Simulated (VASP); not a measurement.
# NiO2 (P-3m1) in VASP: a series of runs

The runs below take NiO2 through single point, with PBEsol.

All numbers are computed with VASP 6.6.1; they aren't measurements. Logs are shortened: lines on timing, memory, paths and dates and some standing lists are left out, and cuts for length are marked.

**1. The cell of the first run**

Symmetry: P-3m1, No. 164, trigonal system. The conventional cell has a = 2.862 Å, b = 2.862 Å, c = 4.704 Å, α = 90.00°, β = 90.00°, γ = 120.00°. Ni (site symmetry -3m) has 6 O at 1.77 Å within 2.4 Å. O (site symmetry 3m) has 3 Ni at 1.77 Å and 3 O at 2.10 Å within 2.4 Å.

**2. Single point, PBEsol (c/a of the conventional cell at fixed volume 1.6433)**

Contents of INCAR:

```
SYSTEM = NiO2
  ALGO = Normal
  EDIFF = 1E-7
  ENCUT = 520
  GGA = PS
  ISIF = 2
  ISMEAR = 0
  LASPH = .TRUE.
  LCHARG = .FALSE.
  LREAL = .FALSE.
  LWAVE = .FALSE.
  NBANDS = 18
  NELM = 100
  PREC = Accurate
  SIGMA = 0.05
```

Contents of KPOINTS:

```
k-points
0
G
  12 12 6
  0 0 0
```

Contents of POSCAR:

```
NiO2
1.0
    2.8624235356      0.0000000000      0.0000000000
   -1.4312117678      2.4789314982      0.0000000000
    0.0000000000      0.0000000000      4.7038205961
Ni O
1 2
Direct
    0.0000000000      0.0000000000      0.5000000000
    0.6666666667      0.3333333333      0.6373845568
    0.3333333333      0.6666666667      0.3626154432
```

Potentials or basis: VASP PAW PBE potentials, release 64 (Ni, O).

On the command line:

```
> cat potpaw_PBE.64/Ni/POTCAR potpaw_PBE.64/O/POTCAR > POTCAR
> mpirun -np 1 vasp_std > vasp.out
```

OUTCAR:

```text
SYSTEM = NiO2
   EDIFF = 1E-7
   ENCUT = 520
   GGA = PS
   ISIF = 2
   ISMEAR = 0
   LASPH = .TRUE.
   LREAL = .FALSE.
   NELM = 100
   PREC = Accurate

 ion  position               nearest neighbor table
   1  0.000  0.000  0.500-   2 1.77   3 1.77   3 1.77   2 1.77   2 1.77   3 1.77
   2  0.667  0.333  0.637-   1 1.77   1 1.77   1 1.77
   3  0.333  0.667  0.363-   1 1.77   1 1.77   1 1.77

  LATTYP: Found a hexagonal cell.
 ALAT       =     2.8624235356
 C/A-ratio  =     1.6433000000

  Lattice vectors:

 A1 = (   2.8624235356,   0.0000000000,   0.0000000000)
 A2 = (  -1.4312117678,   2.4789314982,   0.0000000000)
 A3 = (   0.0000000000,   0.0000000000,   4.7038205961)

Analysis of symmetry for initial positions (statically):
=====================================================================
 Subroutine PRICEL returns:
 Original cell was already a primitive cell.

 Routine SETGRP: Setting up the symmetry group for a
 hexagonal supercell.

 Subroutine GETGRP returns: Found 12 space group operations
 (whereof 12 operations were pure point group operations)
 out of a pool of 24 trial point group operations.

The static configuration has the point symmetry D_3d.

Analysis of symmetry for dynamics (positions and initial velocities):
=====================================================================
 Subroutine PRICEL returns:
 Original cell was already a primitive cell.

 Routine SETGRP: Setting up the symmetry group for a
 hexagonal supercell.

 Subroutine GETGRP returns: Found 12 space group operations
 (whereof 12 operations were pure point group operations)
 out of a pool of 24 trial point group operations.

The dynamic configuration has the point symmetry D_3d.

 Subroutine INISYM returns: Found 12 space group operations
 (whereof 12 operations are pure point group operations),
 and found     1 'primitive' translations

----------------------------------------------------------------------------------------

                                     Primitive cell

  volume of cell :      33.3771

  direct lattice vectors                    reciprocal lattice vectors
     2.862423536  0.000000000  0.000000000     0.349354310  0.201699805  0.000000000
    -1.431211768  2.478931498  0.000000000     0.000000000  0.403399610  0.000000000
     0.000000000  0.000000000  4.703820596     0.000000000  0.000000000  0.212593142

  length of vectors
     2.862423536  2.862423536  4.703820596     0.403399610  0.403399610  0.212593142

  position of ions in fractional coordinates (direct lattice)
     0.000000000  0.000000000  0.500000000
     0.666666667  0.333333333  0.637384557
     0.333333333  0.666666667  0.362615443

  ion indices of the primitive-cell ions
   primitive index   ion index
                 1           1
                 2           2
                 3           3

----------------------------------------------------------------------------------------

 KPOINTS: k-points

Automatic generation of k-mesh.
 Grid dimensions read from file:
 generate k-points for:   12   12    6

 Generating k-lattice:

  Cartesian coordinates                     Fractional coordinates (reciprocal lattice)
     0.029112859  0.016808317  0.000000000     0.083333333 -0.000000000  0.000000000
     0.000000000  0.033616634  0.000000000     0.000000000  0.083333333  0.000000000
     0.000000000  0.000000000  0.035432190     0.000000000  0.000000000  0.166666667

  Length of vectors
     0.033616634  0.033616634  0.035432190

  Shift w.r.t. Gamma in fractional coordinates (k-lattice)
     0.000000000  0.000000000  0.000000000

 Subroutine IBZKPT returns following result:
 ===========================================

 Found    100 irreducible k-points:

 Following reciprocal coordinates:
            Coordinates               Weight
  0.000000  0.000000  0.000000      1.000000
  0.083333  0.000000  0.000000      6.000000
  0.166667  0.000000  0.000000      6.000000
  0.250000  0.000000  0.000000      6.000000
  0.333333  0.000000  0.000000      6.000000
  0.416667  0.000000  0.000000      6.000000
[... 16 lines left out ...]
  0.166667  0.000000  0.166667      6.000000
  0.000000  0.166667  0.166667      6.000000
 [... further k-points ...]
   k-points           NKPTS =    100   k-points in BZ     NKDIM =    100   number of bands    NBANDS=     18
   number of dos      NEDOS =    301   number of ions     NIONS =      3
   total plane-waves  NPLWV =  20736
   dimension x,y,z NGX =    24 NGY =   24 NGZ =   36
   dimension x,y,z NGXF=    48 NGYF=   48 NGZF=   72
   ions per type =               1   2
   NGX,Y,Z   is equivalent  to a cutoff of  13.94, 13.94, 12.72 a.u.
   NGXF,Y,Z  is equivalent  to a cutoff of  27.88, 27.88, 25.45 a.u.
 SYSTEM =  NiO2
   PREC   = accura    normal or accurate (medium, high low for compatibility)
   ISTART =      0    job   : 0-new  1-cont  2-samecut
   ICHARG =      2    charge: 1-file 2-atom 10-const
   ISPIN  =      1    spin polarized calculation?
   LNONCOLLINEAR =      F non collinear calculations
   LSORBIT =      F    spin-orbit coupling
   LASPH  =      T    aspherical Exc in radial PAW
   ENCUT  =  520.0 eV  38.22 Ry    6.18 a.u.   5.32  5.32  8.75*2*pi/ulx,y,z
   NELM   =    100;   NELMIN=  2; NELMDL= -5     # of ELM steps
   EDIFF  = 0.1E-06   stopping-criterion for ELM
   LREAL  =      F    real-space projection
   EDIFFG = 0.1E-05   stopping-criterion for IOM
   NSW    =      0    number of steps for IOM
   IBRION =     -1    ionic relax: 0-MD 1-quasi-New 2-CG
   NFREE  =      0    steps in history (QN), initial steepest desc. (CG)
   ISIF   =      2    stress and relaxation
   ISYM   =      2    0-nonsym 1-usesym 2-fastsym
   POTIM  = 0.5000    time-step for ionic-motion
   TEBEG  =    0.0;   TEEND  =   0.0 temperature during run
   PSTRESS=    0.0 pullay stress
   NELECT =      22.0000    total number of electrons
   NUPDOWN=      -1.0000    fix difference up-down
   EMIN   =  10.00;   EMAX   =-10.00  energy-range for DOS
   EFERMI =   0.00;   METHOD = LEGACY
   ISMEAR =     0;   SIGMA  =   0.05  broadening in eV -4-tet -1-fermi 0-gaus
   EFERMI_NEDOS =   21; number of points for ismear=-14 and -15
   IALGO  =     38    algorithm
   IMIX   =      4    mixing-type and parameters
     AMIX     =   0.40;   BMIX     =  1.00
     AMIX_MAG =   1.60;   BMIX_MAG =  1.00
  volume/ion in A,a.u.               =      11.13        75.08
  Fermi-wavevector in a.u.,A,eV,Ry     =   1.424730  2.692350 27.617874  2.029856
  Thomas-Fermi vector in A             =   2.545190
   LORBIT       =      0    0 simple, 1 ext, 2 COOP (PROOUT), +10 PAW based schemes
   GGA     = PS    functional components
   LHFCALC =     F    Hartree Fock is set to
   AEXX    =    0.0000 exact exchange contribution
   IVDW    =     0    specifies the selected vdW correction
   LEPSILON=     F    determine dielectric tensor
   LRPA    =     F    only Hartree local field effects (RPA)
 non-spin polarized calculation
 Gauss-broadening in eV      SIGMA  =   0.05
  energy-cutoff  :      520.00
  volume of cell :       33.38
 maximum number of plane-waves:       912
 NGX is ok and might be reduce to    24
   NGX = 11   NGY = 11   NGZ = 17

 number of electron      21.9999999 magnetization

 Free energy of the ion-electron system (eV)
  ---------------------------------------------------
  ext. energy  EPLUGINS =         0.00000000
  ---------------------------------------------------
  free energy    TOTEN  =       -17.46768133 eV

  energy without entropy =      -17.46768133  energy(sigma->0) =      -17.46768133

 E-fermi :   3.0518     XC(G=0): -10.1604

 val. band max:        2.8082502218   @ k =   0.0000   0.0000   0.5000
 cond. band min:       3.4414966503   @ k =   0.3333   0.0000   0.1667
 fundamental gap:      0.6332464285
 Fermi energy:         3.0518289401

 k-point     1 :       0.0000    0.0000    0.0000
  band No.  band energies     occupation
      1     -19.0491      2.00000
      2     -14.0830      2.00000
      3      -5.3924      2.00000
      4      -5.3924      2.00000
      5      -3.0216      2.00000
      6       0.0669      2.00000
[... 10 lines left out ...]
     17      21.1212      0.00000
     18      21.1212      0.00000

 k-point     2 :       0.0833    0.0000    0.0000
  band No.  band energies     occupation
      1     -18.9420      2.00000
      2     -14.1723      2.00000
      3      -5.3269      2.00000
      4      -5.3060      2.00000
      5      -2.9517      2.00000
      6      -0.4061      2.00000
[... 10 lines left out ...]
     17      20.6900      0.00000
     18      21.4309      0.00000

 k-point     3 :       0.1667    0.0000    0.0000
  band No.  band energies     occupation
      1     -18.6318      2.00000
      2     -14.4185      2.00000
      3      -5.1491      2.00000
      4      -5.0527      2.00000
      5      -2.8045      2.00000
      6      -1.1618      2.00000
[... 10 lines left out ...]
     17      19.9437      0.00000
     18      22.3227      0.00000

 k-point     4 :       0.2500    0.0000    0.0000
  band No.  band energies     occupation
      1     -18.1541      2.00000
      2     -14.7745      2.00000
      3      -4.9496      2.00000
      4      -4.6508      2.00000
      5      -2.8957      2.00000
      6      -1.5576      2.00000
[... 375 lines left out ...]
      4      -5.3051      2.00000
      5      -2.8738      2.00000
      6      -0.4311      2.00000
[... 10 lines left out ...]
     17      20.5672      0.00000
     18      21.4628      0.00000

 k-point    23 :       0.1667    0.0000    0.1667
  band No.  band energies     occupation
      1     -18.6275      2.00000
      2     -14.4283      2.00000
      3      -5.1663      2.00000
      4      -5.0533      2.00000
      5      -2.7468      2.00000
      6      -1.1319      2.00000
[... 10 lines left out ...]
     17      19.9374      0.00000
     18      22.1928      0.00000

 k-point    24 :       0.0000    0.1667    0.1667
  band No.  band energies     occupation
      1     -18.6275      2.00000
      2     -14.4287      2.00000
      3      -5.1646      2.00000
      4      -5.0513      2.00000
      5      -2.7399      2.00000
      6      -1.1721      2.00000
[... 10 lines left out ...]
     17      19.5978      0.00000
     18      22.3804      0.00000

 [... further k-points ...]

------------------------ aborting loop because EDIFF is reached ----------------------------------------

  FORCE on cell =-STRESS in cart. coord.  units (eV):
  Direction    XX          YY          ZZ          XY          YZ          ZX
  --------------------------------------------------------------------------------------
  -------------------------------------------------------------------------------------
  Total        7.4513962      7.4513962      6.3750248      0.0000000      0.0000000      0.0000000
  in kB      357.6836349    357.6836349    306.0154072      0.0000000      0.0000000      0.0000000
  external PRESSURE =     340.4608924 kB  Pullay stress =       0.0000000 kB

 VOLUME and BASIS-vectors are now :
 -----------------------------------------------------------------------------
  energy-cutoff  :      520.00
  volume of cell :       33.38
      direct lattice vectors                 reciprocal lattice vectors
     2.862423536  0.000000000  0.000000000     0.349354310  0.201699805  0.000000000
    -1.431211768  2.478931498  0.000000000     0.000000000  0.403399610  0.000000000
     0.000000000  0.000000000  4.703820596     0.000000000  0.000000000  0.212593142

 POSITION                                       TOTAL-FORCE (eV/Angst)
 -----------------------------------------------------------------------------------
      0.00000      0.00000      2.35191        -0.000000      0.000000     -0.000000
      1.43121      0.82631      2.99814         0.000000     -0.000000      4.997176
     -0.00000      1.65262      1.70568         0.000000      0.000000     -4.997176
 -----------------------------------------------------------------------------------
    total drift:                                0.000000      0.000000      0.000000

  FREE ENERGIE OF THE ION-ELECTRON SYSTEM (eV)
  ---------------------------------------------------
  free  energy   TOTEN  =       -17.4676813341 eV

  energy  without entropy=      -17.4676813341  energy(sigma->0) =      -17.46768133
```

Wall time 78 s (1 thread of Intel Xeon Platinum 8375C at 2.90GHz (Ice Lake), shared host); peak memory 0.19 GiB.

Results:

| Item | Value |
| --- | --- |
| Free energy | -17.4677 eV |
| Pressure | 34.0 GPa |
| Largest force | 4.997 eV/Å |
| Band gap on the k mesh | 0.63 eV, indirect (least direct gap 0.94 eV) |

Forces in eV/Å, atoms in the order of the input:
```
Ni   0.000  0.000  0.000
O    0.000  0.000  4.997
O    0.000  0.000 -4.997
```

Stress tensor (GPa, compression positive):
```
35.77  0.00  0.00
 0.00 35.77  0.00
 0.00  0.00 30.60
```

Caveat: the PAW data sets were made with another functional, which shifts forces and pressure a little. A k mesh can miss the band edges.

[end of part 1 of 2]
